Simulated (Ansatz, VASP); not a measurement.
## One calculation of PbSe, two programs

```
CELL_PARAMETERS angstrom
0.00000 3.35332 3.35332
3.35332 0.00000 3.35332
3.35332 3.35332 0.00000
ATOMIC_POSITIONS crystal
Pb 0.00000 0.00000 0.00000
Se 0.25000 0.25000 0.25000
```

Alike in both runs: task single point; functional r2SCAN; k mesh 6 × 6 × 6; no spin polarisation.

```csv
,VASP,Ansatz
version,VASP 6.6.1,Ansatz 0.2.0
potentials or method,"VASP PAW PBE potentials, release 64 (Pb_d, Se)","plane waves, PAW"
plane-wave cutoff (eV),520,500
occupations,"gaussian, width 0.01 eV",fixed
valence electrons in the cell,20,30
```

|  | VASP | Ansatz | Ansatz less VASP |
| --- | --- | --- | --- |
| gap on the k mesh at the Fermi level (eV) | 0.78 | 0.78 | +0.002 |
| pressure (GPa) | 2.4 | 2.4 | -0.02 |

VASP's potentials were made for PBE, not for r2SCAN. VASP's potentials hold 20 valence electrons a cell and Ansatz's 30, so a difference there can come from the potentials and not from the codes.

Neither program's run includes spin-orbit coupling.
